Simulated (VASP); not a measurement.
AlN: single point with r2SCAN

AlN:

```xyz
2
Lattice="0.0000 2.1840 2.1840 2.1840 0.0000 2.1840 2.1840 2.1840 0.0000" Properties=species:S:1:pos:R:3 pbc="T T T"
Al    0.0866    0.0866    0.0866
N     3.2760    3.2760    3.2760
```

This cell differs from its parent crystal: all Al atoms moved -0.150 Å, as atom 1 towards its neighbour atom 2 (N) at 1.891 Å.

```yaml
Program: VASP 6.6.1
Task: single point
Functional: r2SCAN
Potentials_or_basis: VASP PAW PBE potentials, release 64 (Al, N)
Cutoff: 520 eV
k_mesh: 10 × 10 × 10
Occupations: gaussian, width 0.05 eV
Spin: no spin polarisation
```

The pressure is 2.2 GPa and the largest force is 1.576 eV/Å. The band gap on the k mesh is 3.48 eV (least direct gap 4.38 eV).

Forces in eV/Å, atoms in the order of the input:
```
Al  -0.910 -0.910 -0.910
N    0.910  0.910  0.910
```

Stress tensor (GPa, compression positive):
```
 2.16 -4.04 -4.04
-4.04  2.16 -4.04
-4.04 -4.04  2.16
```

Levels at points of the mesh, in eV from the valence-band top:
| k point | band 1 | band 2 | band 3 | band 4 | band 5 | band 6 | band 7 | band 8 | band 9 |
| --- | --- | --- | --- | --- | --- | --- | --- | --- | --- |
| (0.00, 0.00, 0.00) | -16.21 | -0.70 | -0.70 | 0.00 | 4.38 | 13.06 | 13.08 | 13.08 | 18.02 |
| (0.50, 0.00, 0.00) | -14.19 | -6.42 | -1.14 | -0.59 | 7.62 | 10.23 | 11.42 | 11.70 | 18.67 |
| (0.50, 0.50, 0.50) | -14.23 | -6.15 | -1.17 | -1.17 | 7.89 | 10.47 | 11.40 | 11.40 | 18.68 |
| (0.50, 0.50, 0.00) | -13.57 | -5.42 | -2.43 | -2.08 | 3.48 | 8.93 | 14.60 | 16.47 | 16.65 |

Wall time 93 s on 1 thread of Intel Xeon 8259CL (shared host), peak memory 0.15 GiB.

Caveat: the cell differs from its parent crystal (all Al atoms moved -0.150 Å, as atom 1 towards its neighbour atom 2 (N) at 1.891 Å); the PAW data sets were made with another functional, which shifts forces and pressure a little. A k mesh can miss the band edges.
